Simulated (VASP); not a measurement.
Here is a VASP 6.6.1 calculation.

File POSCAR:

```
ZnO
1.0
    3.2493080000      0.0000000000      0.0000000000
   -1.6246540000      2.8139832727      0.0000000000
    0.0000000000      0.0000000000      5.2057090000
Zn O
2 2
Direct
    0.3333333333      0.6666666667      0.5000000000
    0.6666666667      0.3333333333      0.0000000000
    0.6666666667      0.3333333333      0.3790100000
    0.3333333333      0.6666666667      0.8790100000
```

The input INCAR.step1:

```
SYSTEM = ZnO
PREC     = Accurate       ! precision mode
ENCUT    = 600            ! plane-wave cutoff, eV
ISMEAR   = 0              ! smearing method
SIGMA    = 0.02           ! smearing width, eV
LREAL    = .False.        ! projectors in reciprocal space
LASPH    = .True.         ! aspherical terms in the spheres
NELM     = 100            ! most SCF steps
GGA      = PE             ! functional
ALGO     = Normal         ! electronic algorithm
EDIFF    = 1E-4           ! SCF threshold, eV
LWAVE    = .True.         ! write WAVECAR
LCHARG   = .False.        ! write CHGCAR
```

The input INCAR.step2:

```
SYSTEM = ZnO
PREC     = Accurate       ! precision mode
ENCUT    = 600            ! plane-wave cutoff, eV
EDIFF    = 1E-6           ! SCF threshold, eV
ISMEAR   = 0              ! smearing method
SIGMA    = 0.02           ! smearing width, eV
LREAL    = .False.        ! projectors in reciprocal space
LASPH    = .True.         ! aspherical terms in the spheres
NELM     = 100            ! most SCF steps
ALGO     = Normal         ! electronic algorithm
ISIF     = 3              ! what is computed and relaxed
LWAVE    = .False.        ! write WAVECAR
LCHARG   = .False.        ! write CHGCAR
METAGGA  = R2SCAN         ! meta-GGA
LMIXTAU  = .True.       
IBRION   = 2              ! ionic algorithm
NSW      = 100            ! ionic steps
EDIFFG   = -0.005         ! ionic threshold
ISTART   = 1
```

Contents of KPOINTS:

```
regular mesh
0
Gamma
  9 9 6
  0 0 0
```

Potentials or basis: VASP PAW PBE potentials, release 64 (Zn, O).

The run is started by

```sh
$ cat potpaw_PBE.64/Zn/POTCAR potpaw_PBE.64/O/POTCAR > POTCAR
$ cp INCAR.step1 INCAR
$ mpirun -np 1 vasp_std > vasp.out
$ cp INCAR.step2 INCAR
$ mpirun -np 1 vasp_std > vasp.out
```

Task: What does it give for the relaxed volume?

Result: 11.86 Å³/atom.

Task: Predict the relaxed cell.

Result: a = 3.240 Å, b = 3.240 Å, c = 5.220 Å, α = 90.00°, β = 90.00°, γ = 120.00°.

Step by step:
```tsv
step	energy change (eV)	largest force (eV/Å)	pressure (GPa)	volume (Å³)
1	0.0000	0.0657	-0.40	47.60
2	-0.0012	0.0288	0.22	47.39
3	-0.0013	0.0091	0.08	47.44
4	-0.0013	0.0044	0.04	47.45
5	-0.0013	0.0061	0.08	47.44
6	-0.0012	0.0092	-0.05	47.48
7	-0.0012	0.0094	-0.01	47.47
8	-0.0012	0.0035	-0.06	47.48
9	-0.0012	0.0004	-0.10	47.48
10	-0.0013	0.0015	0.00	47.48
11	-0.0013	0.0009	-0.05	47.48
12	-0.0013	0.0010	-0.05	47.48
13	-0.0013	0.0013	-0.06	47.48
14	-0.0013	0.0019	-0.06	47.47
15	-0.0013	0.0029	0.00	47.47
16	-0.0013	0.0041	-0.02	47.46
17	-0.0013	0.0075	0.02	47.45
18	-0.0013	0.0049	0.00	47.46
19	-0.0013	0.0021	0.03	47.46
20	-0.0013	0.0015	0.01	47.46
```

Caveat: the PAW data sets were made with another functional, which shifts forces and pressure a little.
